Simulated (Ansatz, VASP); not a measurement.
Cr: VASP beside Ansatz

POSCAR

```
Cr
1.0
    0.0000000000      2.5297724266      2.5297724266
    2.5297724266      0.0000000000      2.5297724266
    2.5297724266      2.5297724266      0.0000000000
Cr
2
Direct
    0.1250000000      0.1250000000      0.1250000000
    0.8750000000      0.8750000000      0.8750000000
```

INCAR.step1

```
ALGO = Normal
EDIFF = 1E-5
EDIFFG = -0.005
ENCUT = 550
GGA = PE
GGA_COMPAT = F
IBRION = 2
ISIF = 3
ISMEAR = -1
LASPH = T
LCHARG = F
LREAL = F
LWAVE = T
NELM = 120
NELMIN = 4
NSW = 100
PREC = Accurate
SIGMA = 0.1
```

INCAR.step2

```
ALGO = Normal
EDIFF = 1E-7
EDIFFG = -0.01
ENCUT = 550
GGA_COMPAT = F
IBRION = 2
ISIF = 3
ISMEAR = -1
ISTART = 1
LASPH = T
LCHARG = F
LMIXTAU = T
LREAL = F
LWAVE = F
METAGGA = R2SCAN
NELM = 120
NELMIN = 4
NSW = 80
PREC = Accurate
SIGMA = 0.1
```

File KPOINTS:

```
k-points
0
Gamma
  11 11 11
```

Input for Ansatz:

```yaml
crystal:
  lattice:
    - [0.0, 2.5297724266, 2.5297724266]
    - [2.5297724266, 0.0, 2.5297724266]
    - [2.5297724266, 2.5297724266, 0.0]
  atoms:
    - { symbol: Cr, position: [0.125, 0.125, 0.125] }
    - { symbol: Cr, position: [0.875, 0.875, 0.875] }
hamiltonian:
  xc: r2scan
  pseudopotentials:
    kind: paw
    azcp:
      Cr: "pseudopotentials/Cr.paw.azcp"
basis:
  ecutwfc: 500
  fft_grid_basis: typed
kpoints:
  mp_grid: { grid: [11, 11, 11], shift: [0, 0, 0] }
magnetization:
  spin_polarized: false
scf:
  occupations: { method: fermi_dirac, width: 0.1 }
relax:
  max_steps: 60
  f_tol: 0.01
  cell: {}
```

Alike in both runs: task relaxation of cell and atoms; functional r2SCAN; k mesh 11 × 11 × 11; occupations fermi-dirac, width 0.1 eV; no spin polarisation.

|  | VASP | Ansatz |
| --- | --- | --- |
| version | VASP 6.6.1 | Ansatz 0.2.0 |
| potentials or method | VASP PAW PBE potentials, release 64 (Cr_pv), cutoff 550 eV | plane waves (500 eV) with PAW, scalar-relativistic |
| valence electrons in the cell | 24 | 28 |

|  | VASP | Ansatz | Ansatz less VASP |
| --- | --- | --- | --- |
| relaxed volume (Å³/atom) | 16.24 | 16.05 | -0.189 |
| relaxed length of the cell vector where the two differ most in proportion (Å) | 3.582 | 3.568 | -0.0139 |

VASP's potentials were made for PBE, not for r2SCAN. VASP's potentials hold 24 valence electrons a cell and Ansatz's 28, so a difference there can come from the potentials and not from the codes.
